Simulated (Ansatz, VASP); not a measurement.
## BP in VASP and in Ansatz

Contents of INCAR:

```
SYSTEM = BP
  PREC = Accurate
  ENCUT = 520
  EDIFF = 1E-7
  ISMEAR = -1
  SIGMA = 0.05
  LREAL = .False.
  LASPH = .True.
  NELM = 80
  ALGO = Normal
  ISIF = 2
  LWAVE = .False.
  LCHARG = .False.
  GGA = PE
  NBANDS = 11
```

File KPOINTS:

```
Automatic mesh
0
Gamma
  15 15 15
  0 0 0
```

File POSCAR:

```
BP
1.0
    0.0000000000      2.3135014941      2.3135014941
    2.3135014941      0.0000000000      2.3135014941
    2.3135014941      2.3135014941      0.0000000000
P B
1 1
Direct
    0.7500000000      0.7500000000      0.7500000000
    0.0000000000      0.0000000000      0.0000000000
```

Input for Ansatz:

```yaml
crystal:
  lattice:
    - [0.0, 2.3135014941, 2.3135014941]
    - [2.3135014941, 0.0, 2.3135014941]
    - [2.3135014941, 2.3135014941, 0.0]
  atoms:
    - { symbol: P, position: [0.75, 0.75, 0.75] }
    - { symbol: B, position: [0.0, 0.0, 0.0] }
hamiltonian:
  xc: pbe
  pseudopotentials:
    kind: all_electron
    lapw: { basis_error: 0.0001, muffin_tin_radii: { P: 1.005, B: 0.826 } }
kpoints:
  mp_grid: { grid: [15, 15, 15] }
scf:
  occupations: { method: fermi_dirac, width: 0.05 }
  convergence: { dr2_threshold: 1.0e-09 }
output:
  eigenvalues: true
```

Alike in both runs: task single point; functional PBE; k mesh 15 × 15 × 15; occupations fermi-dirac, width 0.05 eV; no spin polarisation.

```csv
,VASP,Ansatz
version,VASP 6.6.1,Ansatz 0.2.0
potentials or method,"VASP PAW PBE potentials, release 64 (P, B), cutoff 520 eV","all-electron LAPW, scalar-relativistic"
```

```tsv
	VASP	Ansatz	Ansatz less VASP
gap on the k mesh at the Fermi level (eV)	1.32	1.32	+0.006
least direct gap on the mesh (eV)	3.32	3.33	+0.005
```

Ansatz ran all-electron here, and VASP with PAW potentials.
